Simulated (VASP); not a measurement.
Ni: relaxation of cell and atoms with PBEsol

Crystal: Ni.

```
Ni
1.0
     0.00000    1.73198    1.73198
     1.73198    0.00000    1.73198
     1.73198    1.73198    0.00000
Ni
1
Direct
  0.00000 0.00000 0.00000
```

```
Program                : VASP 6.6.1
Task                   : relaxation of cell and atoms
Functional             : PBEsol
Potentials or basis    : VASP PAW PBE potentials, release 64 (Ni)
Cutoff                 : 600 eV
k mesh                 : 21 × 21 × 21
Occupations            : fermi-dirac, width 0.08 eV
Spin                   : collinear spin, ferromagnetic start
Starting moments       : [1.0] μB
Dipole correction      : no
Further INCAR settings : ALGO = Normal; EDIFF = 1e-06; IBRION = 2; EDIFFG = -0.005; NSW = 60; ISIF = 3
```

```json
{"Relaxed volume": "10.38 Å³/atom", "Relaxed cell": "a = 2.449 Å, b = 2.449 Å, c = 2.449 Å, α = 60.00°, β = 60.00°, γ = 60.00°", "Space group after relaxing (to 0.1 Å)": "Fm-3m (No. 225)", "Energy gained by relaxing": "0.0 meV/atom", "Ionic steps": "3", "Pressure after relaxing": "0.1 GPa", "Net moment": "0.59 μB per cell", "Site moments": "Ni +0.60 μB", "Valence electrons inside the program's atomic spheres": "Ni 9.40"}
```

Final structure:
```
Ni
1.0
     0.00000    1.73136    1.73136
     1.73136    0.00000    1.73136
     1.73136    1.73136    0.00000
Ni
1
Direct
  0.00000 0.00000 0.00000
```

Levels at points of the mesh, in eV from the Fermi level:
Spin up:
| k point | band 1 | band 2 | band 3 | band 4 | band 5 | band 6 | band 7 | band 8 | band 9 | band 10 |
| --- | --- | --- | --- | --- | --- | --- | --- | --- | --- | --- |
| (0.00, 0.00, 0.00) | -9.38 | -2.52 | -2.52 | -2.52 | -1.27 | -1.27 | 24.10 | 28.31 | 28.31 | 28.31 |
Spin down:
```csv
k point,band 3,band 4,band 5,band 6,band 7,band 8
"(0.00, 0.00, 0.00)",-1.83,-1.83,-0.69,-0.69,24.00,28.31
```

Wall time 75 s on 1 thread of Intel(R) Xeon(R) Platinum 8488C (Sapphire Rapids) (shared host), peak memory 0.18 GiB.

Caveat: the PAW data sets were made with another functional, which shifts forces and pressure a little.
